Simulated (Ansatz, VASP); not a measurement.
## Two plane-wave programs on Be2H3

```
CELL_PARAMETERS angstrom
0.00000 3.04237 3.04237
3.04237 0.00000 3.04237
3.04237 3.04237 0.00000
ATOMIC_POSITIONS crystal
Be 0.12500 0.12500 0.12500
Be 0.12500 0.12500 0.62500
Be 0.12500 0.62500 0.12500
Be 0.62500 0.12500 0.12500
H 0.62500 0.62500 0.62500
H 0.62500 0.62500 0.12500
H 0.62500 0.12500 0.62500
H 0.12500 0.62500 0.62500
H 0.75000 0.75000 0.75000
H 0.50000 0.50000 0.50000
```

Alike in both runs: functional PBE; k mesh 6 × 6 × 6; occupations gaussian, width 0.1 eV; no spin polarisation.

Ansatz relaxed the structure, and its values are those at the end. VASP's run is a single point on that final structure, the one shown.

|  | VASP | Ansatz |
| --- | --- | --- |
| version | VASP 6.6.1 | Ansatz 0.2.0 |
| potentials or method | VASP PAW PBE potentials, release 64 (Be, H), cutoff 520 eV | scalar-relativistic, plane waves, PAW |
| valence electrons in the cell | 14 | 14 |

```csv
,VASP,Ansatz,Ansatz less VASP
gap on the k mesh at the Fermi level (eV),none,none,-
pressure (GPa),-0.1,0.0,+0.09
```

A gap of «none» marks a metal or a gap that the smearing closes. With one functional, cell and mesh, what is left measures potentials, basis and numerics.
